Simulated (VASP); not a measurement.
BaHfH6:

```
CELL_PARAMETERS angstrom
3.40035 1.96319 2.20267
-3.40035 1.96319 2.20267
0.00000 -3.92638 2.20267
ATOMIC_POSITIONS crystal
Ba 0.50000 0.50000 0.50000
Hf 0.00000 0.00000 0.00000
H 0.74550 0.07931 0.74550
H 0.07931 0.74550 0.74550
H 0.25450 0.25450 0.92069
H 0.92069 0.25450 0.25450
H 0.25450 0.92069 0.25450
H 0.74550 0.74550 0.07931
```

The cell was generated, and may not be a known phase.

- Program: VASP 6.6.1
- Task: relaxation of cell and atoms
- Functional: PBE
- Potentials or basis: VASP PAW PBE potentials, release 64 (Ba_sv, Hf_pv, H)
- Cutoff: 600 eV
- k mesh: 6 × 6 × 6
- Occupations: gaussian, width 0.1 eV
- Spin: no spin polarisation

At the start: pressure 36.4 GPa; volume 11.03 Å³/atom.

Q: How do energy, volume and symmetry change on relaxing?

A: Over 12 steps the energy falls by 613.3 meV/atom and the volume is 14.26 Å³/atom (+29.3 %); space group R-3m (No. 166, to 0.1 Å) before and after.

The path:
| step | energy change (eV) | largest force (eV/Å) | pressure (GPa) | volume (Å³) |
| --- | --- | --- | --- | --- |
| 1 | 0.0000 | 5.2314 | 36.39 | 88.22 |
| 2 | -4.3278 | 1.0449 | -5.80 | 124.17 |
| 3 | -4.7974 | 0.2892 | 0.11 | 112.96 |
| 4 | -4.7977 | 0.2703 | 0.48 | 112.43 |
| 5 | -4.8304 | 0.2321 | 0.30 | 112.95 |
| 6 | -4.8737 | 0.1178 | -0.31 | 114.48 |
| 7 | -4.8841 | 0.1002 | 0.04 | 113.97 |
| 8 | -4.8905 | 0.1660 | 0.68 | 113.11 |
| 9 | -4.8965 | 0.1388 | 0.49 | 113.37 |
| 10 | -4.9053 | 0.0602 | -0.04 | 114.14 |
| 11 | -4.9054 | 0.0513 | -0.11 | 114.24 |
| 12 | -4.9062 | 0.0355 | -0.13 | 114.07 |

Final structure:
```yaml
crystal:
  lattice:
    - [3.65012, 2.10740, 2.47150]
    - [-3.65012, 2.10740, 2.47150]
    - [0.00000, -4.21479, 2.47150]
  atoms:
    - { symbol: Ba, position: [0.50000, 0.50000, 0.50000] }
    - { symbol: Hf, position: [0.00000, 0.00000, 0.00000] }
    - { symbol: H, position: [0.71110, 0.06144, 0.71110] }
    - { symbol: H, position: [0.06144, 0.71110, 0.71110] }
    - { symbol: H, position: [0.28890, 0.28890, 0.93856] }
    - { symbol: H, position: [0.93856, 0.28890, 0.28890] }
    - { symbol: H, position: [0.28890, 0.93856, 0.28890] }
    - { symbol: H, position: [0.71110, 0.71110, 0.06144] }
```

Caveat: the volume moved by over 15 % at a fixed basis, so the end points are rough.
